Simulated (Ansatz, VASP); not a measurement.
# ZnS: VASP beside Ansatz

```
CELL_PARAMETERS angstrom
1.90307 1.09874 9.35195
-1.90307 1.09874 9.35195
0.00000 -2.19748 9.35195
ATOMIC_POSITIONS crystal
Zn 0.99997 0.99997 0.99997
Zn 0.22227 0.22227 0.22227
Zn 0.44461 0.44461 0.44461
S 0.08327 0.08327 0.08327
S 0.52784 0.52784 0.52784
S 0.30536 0.30536 0.30536
```

Alike in both runs: task single point; functional PBEsol; k mesh 6 × 6 × 6; no spin polarisation.

```csv
,VASP,Ansatz
version,VASP 6.6.1,Ansatz 0.2.0
potentials or method,"VASP PAW PBE potentials, release 64 (Zn, S)","plane waves, PAW"
plane-wave cutoff (eV),520,420
occupations,"gaussian, width 0.01 eV",fixed
valence electrons in the cell,54,54
```

```tsv
	VASP	Ansatz	Ansatz less VASP
gap on the k mesh at the Fermi level (eV)	2.06	2.06	-0.006
```

VASP's potentials were made for PBE, not for PBEsol.
